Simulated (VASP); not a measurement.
# AlCu (P4mm) in VASP: single point with PBEsol

Aim: the single point of AlCu with PBEsol.

Everything below comes from runs of VASP 6.6.1. Logs are shortened: lines on timing, memory, paths and dates and some standing lists are left out, and cuts for length are marked.

## 1. The cell of the first run

The structure is tetragonal, space group P4mm (No. 99). Conventional cell: a = 2.998 Å, b = 2.998 Å, c = 2.998 Å, α = 90.00°, β = 90.00°, γ = 90.00°. Within 3.2 Å of Al (site symmetry 4mm) lie 8 Cu at 2.40 to 2.83 Å and 6 Al at 3.00 Å. Within 3.2 Å of Cu (site symmetry 4mm) lie 8 Al at 2.40 to 2.83 Å and 6 Cu at 3.00 Å.

## 2. Single point, PBEsol (one atom moved)

Input file INCAR:

```
SYSTEM = AlCu
PREC = Accurate
ENCUT = 520
EDIFF = 1E-6
ISMEAR = 0
SIGMA = 0.1
LREAL = .FALSE.
LASPH = .TRUE.
NELM = 100
ALGO = Fast
ISIF = 2
LWAVE = .FALSE.
LCHARG = .FALSE.
GGA = PS
NBANDS = 14
```

Input file KPOINTS:

```
Automatic mesh
0
G
  12 12 12
  0 0 0
```

Input file POSCAR:

```
AlCu
1.0
    2.9975090000      0.0000000000      0.0000000000
    0.0000000000      2.9975090000      0.0000000000
    0.0000000000      0.0000000000      2.9975090000
Al Cu
1 1
Direct
    0.0000000000      0.0000000000      0.1251038779
    0.5000000000      0.5000000000      0.5000000000
```

Potentials or basis: VASP PAW PBE potentials, release 64 (Al, Cu).

Command:

```
> cat potpaw_PBE.64/Al/POTCAR potpaw_PBE.64/Cu/POTCAR > POTCAR
> mpirun -np 1 vasp_std > vasp.out
```

OUTCAR:

```text
SYSTEM = AlCu
   PREC = Accurate
   ENCUT = 520
   EDIFF = 1E-6
   ISMEAR = 0
   LREAL = .FALSE.
   LASPH = .TRUE.
   NELM = 100
   ISIF = 2
   GGA = PS

 ion  position               nearest neighbor table
   1  0.000  0.000  0.125-   2 2.40   2 2.40   2 2.40   2 2.40   2 2.83   2 2.83   2 2.83   2 2.83

   2  0.500  0.500  0.500-   1 2.40   1 2.40   1 2.40   1 2.40   1 2.83   1 2.83   1 2.83   1 2.83

  LATTYP: Found a simple cubic cell.
 ALAT       =     2.9975090000

  Lattice vectors:

 A1 = (   2.9975090000,   0.0000000000,   0.0000000000)
 A2 = (   0.0000000000,   2.9975090000,   0.0000000000)
 A3 = (   0.0000000000,   0.0000000000,   2.9975090000)

Analysis of symmetry for initial positions (statically):
=====================================================================
 Subroutine PRICEL returns:
 Original cell was already a primitive cell.

 Routine SETGRP: Setting up the symmetry group for a
 simple cubic supercell.

 Subroutine GETGRP returns: Found  8 space group operations
 (whereof  8 operations were pure point group operations)
 out of a pool of 48 trial point group operations.

The static configuration has the point symmetry C_4v.

Analysis of symmetry for dynamics (positions and initial velocities):
=====================================================================
 Subroutine PRICEL returns:
 Original cell was already a primitive cell.

 Routine SETGRP: Setting up the symmetry group for a
 simple cubic supercell.

 Subroutine GETGRP returns: Found  8 space group operations
 (whereof  8 operations were pure point group operations)
 out of a pool of 48 trial point group operations.

The dynamic configuration has the point symmetry C_4v.

 Subroutine INISYM returns: Found  8 space group operations
 (whereof  8 operations are pure point group operations),
 and found     1 'primitive' translations

----------------------------------------------------------------------------------------

                                     Primitive cell

  volume of cell :      26.9328

  direct lattice vectors                    reciprocal lattice vectors
     2.997509000  0.000000000  0.000000000     0.333610341  0.000000000  0.000000000
     0.000000000  2.997509000  0.000000000     0.000000000  0.333610341  0.000000000
     0.000000000  0.000000000  2.997509000     0.000000000  0.000000000  0.333610341

  length of vectors
     2.997509000  2.997509000  2.997509000     0.333610341  0.333610341  0.333610341

  position of ions in fractional coordinates (direct lattice)
     0.000000000  0.000000000  0.125103878
     0.500000000  0.500000000  0.500000000

  ion indices of the primitive-cell ions
   primitive index   ion index
                 1           1
                 2           2

----------------------------------------------------------------------------------------

 KPOINTS: Automatic mesh

Automatic generation of k-mesh.
 Grid dimensions read from file:
 generate k-points for:   12   12   12

 Generating k-lattice:

  Cartesian coordinates                     Fractional coordinates (reciprocal lattice)
     0.027800862  0.000000000  0.000000000     0.083333333  0.000000000  0.000000000
     0.000000000  0.027800862  0.000000000     0.000000000  0.083333333  0.000000000
     0.000000000  0.000000000  0.027800862     0.000000000  0.000000000  0.083333333

  Length of vectors
     0.027800862  0.027800862  0.027800862

  Shift w.r.t. Gamma in fractional coordinates (k-lattice)
     0.000000000  0.000000000  0.000000000

 Subroutine IBZKPT returns following result:
 ===========================================

 Found    196 irreducible k-points:

 Following reciprocal coordinates:
            Coordinates               Weight
  0.000000  0.000000  0.000000      1.000000
  0.083333  0.000000  0.000000      4.000000
  0.000000  0.000000  0.083333      2.000000
  0.166667  0.000000  0.000000      4.000000
  0.000000  0.000000  0.166667      2.000000
  0.250000  0.000000  0.000000      4.000000
[... 16 lines left out ...]
  0.000000  0.333333  0.083333      8.000000
  0.083333  0.000000  0.333333      8.000000
 [... further k-points ...]
   k-points           NKPTS =    196   k-points in BZ     NKDIM =    196   number of bands    NBANDS=     14
   number of dos      NEDOS =    301   number of ions     NIONS =      2
   total plane-waves  NPLWV =  13824
   dimension x,y,z NGX =    24 NGY =   24 NGZ =   24
   dimension x,y,z NGXF=    48 NGYF=   48 NGZF=   48
   ions per type =               1   1
   NGX,Y,Z   is equivalent  to a cutoff of  13.31, 13.31, 13.31 a.u.
   NGXF,Y,Z  is equivalent  to a cutoff of  26.62, 26.62, 26.62 a.u.
 SYSTEM =  AlCu
   PREC   = accura    normal or accurate (medium, high low for compatibility)
   ISTART =      0    job   : 0-new  1-cont  2-samecut
   ICHARG =      2    charge: 1-file 2-atom 10-const
   ISPIN  =      1    spin polarized calculation?
   LNONCOLLINEAR =      F non collinear calculations
   LSORBIT =      F    spin-orbit coupling
   LASPH  =      T    aspherical Exc in radial PAW
   ENCUT  =  520.0 eV  38.22 Ry    6.18 a.u.   5.57  5.57  5.57*2*pi/ulx,y,z
   NELM   =    100;   NELMIN=  2; NELMDL= -5     # of ELM steps
   EDIFF  = 0.1E-05   stopping-criterion for ELM
   LREAL  =      F    real-space projection
[... 7 lines left out ...]
   TEBEG  =    0.0;   TEEND  =   0.0 temperature during run
   PSTRESS=    0.0 pullay stress
   NELECT =      14.0000    total number of electrons
   NUPDOWN=      -1.0000    fix difference up-down
   EMIN   =  10.00;   EMAX   =-10.00  energy-range for DOS
   EFERMI =   0.00;   METHOD = LEGACY
   ISMEAR =     0;   SIGMA  =   0.10  broadening in eV -4-tet -1-fermi 0-gaus
   EFERMI_NEDOS =   21; number of points for ismear=-14 and -15
   IALGO  =     68    algorithm
   IMIX   =      4    mixing-type and parameters
     AMIX     =   0.40;   BMIX     =  1.00
     AMIX_MAG =   1.60;   BMIX_MAG =  1.00
  volume/ion in A,a.u.               =      13.47        90.88
  Fermi-wavevector in a.u.,A,eV,Ry     =   1.316306  2.487459 23.574307  1.732663
  Thomas-Fermi vector in A             =   2.446428
   LORBIT       =      0    0 simple, 1 ext, 2 COOP (PROOUT), +10 PAW based schemes
   GGA     = PS    functional components
   LHFCALC =     F    Hartree Fock is set to
   AEXX    =    0.0000 exact exchange contribution
   IVDW    =     0    specifies the selected vdW correction
   LEPSILON=     F    determine dielectric tensor
   LRPA    =     F    only Hartree local field effects (RPA)
 non-spin polarized calculation
 RMM-DIIS sequential band-by-band and
 Gauss-broadening in eV      SIGMA  =   0.10
  energy-cutoff  :      520.00
  volume of cell :       26.93
 maximum number of plane-waves:       743
 NGX is ok and might be reduce to    24
   NGX = 11   NGY = 11   NGZ = 11

 number of electron      14.0000020 magnetization

 Free energy of the ion-electron system (eV)
  ---------------------------------------------------
  ext. energy  EPLUGINS =         0.00000000
  ---------------------------------------------------
  free energy    TOTEN  =        -8.44242430 eV

  energy without entropy =       -8.43960486  energy(sigma->0) =       -8.44101458

 E-fermi :   8.8388     XC(G=0): -11.5804

 val. band max:        8.8232030281   @ k =   0.3333   0.3333   0.0833
 cond. band min:       8.8586141572   @ k =   0.0833   0.3333   0.3333
 fundamental gap:      0.0354111291
 Fermi energy:         8.8387810322

 k-point     1 :       0.0000    0.0000    0.0000
  band No.  band energies     occupation
      1      -2.5323      2.00000
      2       3.8594      2.00000
      3       3.9509      2.00000
      4       4.8589      2.00000
      5       4.9562      2.00000
      6       4.9562      2.00000
      7      12.7648      0.00000
      8      12.7648      0.00000
      9      12.9928      0.00000
     10      15.2400      0.00000
     11      15.3387      0.00000
     12      18.5005      0.00000
     13      26.7633      0.00000
     14      26.7747      0.00000

 k-point     2 :       0.0833    0.0000    0.0000
  band No.  band energies     occupation
      1      -2.4147      2.00000
      2       3.8673      2.00000
      3       3.9666      2.00000
      4       4.8243      2.00000
      5       4.9266      2.00000
      6       4.9601      2.00000
      7      11.4711      0.00000
      8      12.9079      0.00000
      9      13.2156      0.00000
     10      15.2981      0.00000
     11      16.2171      0.00000
     12      19.0694      0.00000
     13      25.8313      0.00000
     14      25.9456      0.00000

 k-point     3 :       0.0000    0.0000    0.0833
  band No.  band energies     occupation
      1      -2.4167      2.00000
      2       3.8755      2.00000
      3       3.9565      2.00000
      4       4.8622      2.00000
      5       4.9259      2.00000
      6       4.9259      2.00000
      7      11.6323      0.00000
      8      12.9006      0.00000
      9      12.9006      0.00000
     10      15.3846      0.00000
     11      16.4039      0.00000
     12      18.9472      0.00000
     13      25.7097      0.00000
     14      25.7097      0.00000
[... 324 lines left out ...]
 k-point    23 :       0.0000    0.3333    0.0833
  band No.  band energies     occupation
      1      -0.5851      2.00000
      2       3.4424      2.00000
      3       4.1437      2.00000
      4       4.5163      2.00000
      5       4.6417      2.00000
      6       4.9628      2.00000
      7       6.5433      2.00000
      8      13.4927      0.00000
      9      15.0035      0.00000
     10      16.7501      0.00000
     11      18.3174      0.00000
     12      20.3709      0.00000
     13      20.3885      0.00000
     14      23.3595      0.00000

 k-point    24 :       0.0833    0.0000    0.3333
  band No.  band energies     occupation
      1      -0.6291      2.00000
      2       3.5172      2.00000
      3       4.0565      2.00000
      4       4.6288      2.00000
      5       4.6458      2.00000
      6       4.8669      2.00000
      7       6.6576      2.00000
      8      13.3551      0.00000
      9      14.8822      0.00000
     10      16.6501      0.00000
     11      18.8699      0.00000
     12      19.9930      0.00000
     13      20.4686      0.00000
     14      23.2384      0.00000

 [... further k-points ...]
[... 5 lines left out ...]
  --------------------------------------------------------------------------------------
  -------------------------------------------------------------------------------------
  Total        0.5398926      0.5398926     -0.2737953      0.0000000      0.0000000     -0.0000000
  in kB       32.1171116     32.1171116    -16.2875266      0.0000000      0.0000000     -0.0000000
  external PRESSURE =      15.9822322 kB  Pullay stress =       0.0000000 kB

 VOLUME and BASIS-vectors are now :
 -----------------------------------------------------------------------------
  energy-cutoff  :      520.00
  volume of cell :       26.93
      direct lattice vectors                 reciprocal lattice vectors
     2.997509000  0.000000000  0.000000000     0.333610341  0.000000000  0.000000000
     0.000000000  2.997509000  0.000000000     0.000000000  0.333610341  0.000000000
     0.000000000  0.000000000  2.997509000     0.000000000  0.000000000  0.333610341

 POSITION                                       TOTAL-FORCE (eV/Angst)
 -----------------------------------------------------------------------------------
      0.00000      0.00000      0.37500         0.000000      0.000000     -1.401503
      1.49875      1.49875      1.49875        -0.000000      0.000000      1.401503
 -----------------------------------------------------------------------------------
    total drift:                                0.000000      0.000000     -0.000975

  FREE ENERGIE OF THE ION-ELECTRON SYSTEM (eV)
  ---------------------------------------------------
  free  energy   TOTEN  =        -8.4424242965 eV

  energy  without entropy=       -8.4396048592  energy(sigma->0) =       -8.44101458
```

Run time: 66 s. Hardware: 1 thread of AMD EPYC 7R13 (Zen 3), shared host; peak memory 0.16 GiB.

Results:

```yaml
Free_energy: -8.4424 eV
Pressure: 1.6 GPa
Largest_force: 1.402 eV/Å
Band_gap_on_the_k_mesh: zero (band 7 reaches 12.76 eV, above the bottom of band 8 at 7.96 eV)
```

Forces in eV/Å, atoms in the order of the input:
```
Al   0.000  0.000 -1.402
Cu   0.000  0.000  1.402
```

Stress tensor (GPa, compression positive):
```
 3.21  0.00  0.00
 0.00  3.21  0.00
 0.00  0.00 -1.63
```

Caveat: the cell differs from its parent crystal (one atom moved); the PAW data sets were made with another functional, which shifts forces and pressure a little.
